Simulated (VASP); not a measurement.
Write the native input for VASP 6.6.1 that does the following.

| Quantity | Value |
| --- | --- |
| Task | single point |
| Functional | PBE |
| Potentials or basis | VASP PAW PBE potentials, release 64 (Ti_sv, O) |
| Cutoff | 520 eV |
| k mesh | 13 × 13 × 13 |
| Occupations | fermi-dirac, width 0.08 eV |
| Spin | no spin polarisation |
| Dipole correction | no |
| Further INCAR settings | ALGO = Normal; EDIFF = 1e-06; NBANDS = 33 |

The structure of TiO2 lies in POSCAR:

```
TiO2
1.0
   -1.8925000000      1.8925000000      4.8997100000
    1.8925000000     -1.8925000000      4.8997100000
    1.8925000000      1.8925000000     -4.8997100000
Ti O
2 4
Direct
    0.0000000000      0.0000000000      0.0000000000
    0.7500000000      0.2500000000      0.5000000000
    0.2066000000      0.2066000000      0.0000000000
    0.9566000000      0.4566000000      0.5000000000
    0.5434000000      0.0434000000      0.5000000000
    0.7934000000      0.7934000000      0.0000000000
```

This cell differs from its parent crystal: zz strain of +3 %.

One way to write it, as run:

INCAR

```
SYSTEM = TiO2
PREC = Accurate
ENCUT = 520
EDIFF = 1E-6
ISMEAR = -1
SIGMA = 0.08
LREAL = .FALSE.
LASPH = .TRUE.
NELM = 80
ALGO = Normal
ISIF = 2
LWAVE = .FALSE.
LCHARG = .FALSE.
GGA = PE
NBANDS = 33
```

KPOINTS

```
regular mesh
0
G
  13 13 13
  0 0 0
```

Potentials or basis: VASP PAW PBE potentials, release 64 (Ti_sv, O).

Command:

```bash
$ cat potpaw_PBE.64/Ti_sv/POTCAR potpaw_PBE.64/O/POTCAR > POTCAR
$ mpirun -np 1 vasp_std > vasp.out
```

It gave:

```yaml
Pressure: 0.0 GPa
Largest_force: 0.166 eV/Å
Band_gap_on_the_k_mesh: 2.11 eV, indirect (least direct gap 2.43 eV)
```

Caveat: the cell differs from its parent crystal (zz strain of +3 %).

Run time: 13 min on 1 thread of Intel Xeon 6975P-C, on a shared host, peak memory 0.51 GiB.
